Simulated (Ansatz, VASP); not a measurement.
## Pb in VASP and in Ansatz

```xyz
4
Lattice="3.5477 0.0000 0.0000 -1.7739 3.0724 0.0000 0.0000 0.0000 11.5714" Properties=species:S:1:pos:R:3 pbc="T T T"
Pb    1.7739    1.0241    8.6785
Pb    0.0000    0.0000    5.7857
Pb    0.0000    2.0483    2.8928
Pb    0.0000    0.0000    0.0000
```

Change from the starting cell: volume scaled by 1.02.

Alike in both runs: task single point; functional PBEsol; k mesh 9 × 9 × 3; occupations fermi-dirac, width 0.05 eV; no spin polarisation.

```csv
,VASP,Ansatz
version,VASP 6.6.1,Ansatz 0.2.0
potentials or method,"VASP PAW PBE potentials, release 64 (Pb_d), cutoff 520 eV","all-electron LAPW, scalar-relativistic"
```

Ansatz gave:

```
gap on the k mesh at the Fermi level (eV)                     : none
pressure (GPa)                                                : -2.3
traceless stress, the component that is largest in VASP (GPa) : 0.27
```

Task: Which values does VASP return?

Result: gap on the k mesh at the Fermi level (eV): none; pressure (GPa): -2.4; traceless stress, the component that is largest in VASP (GPa): 0.27.

VASP's potentials were made for PBE, not for PBEsol. A gap of «none» marks a metal or a gap that the smearing closes. Ansatz ran all-electron here, and VASP with PAW potentials.

Neither program's run includes spin-orbit coupling.
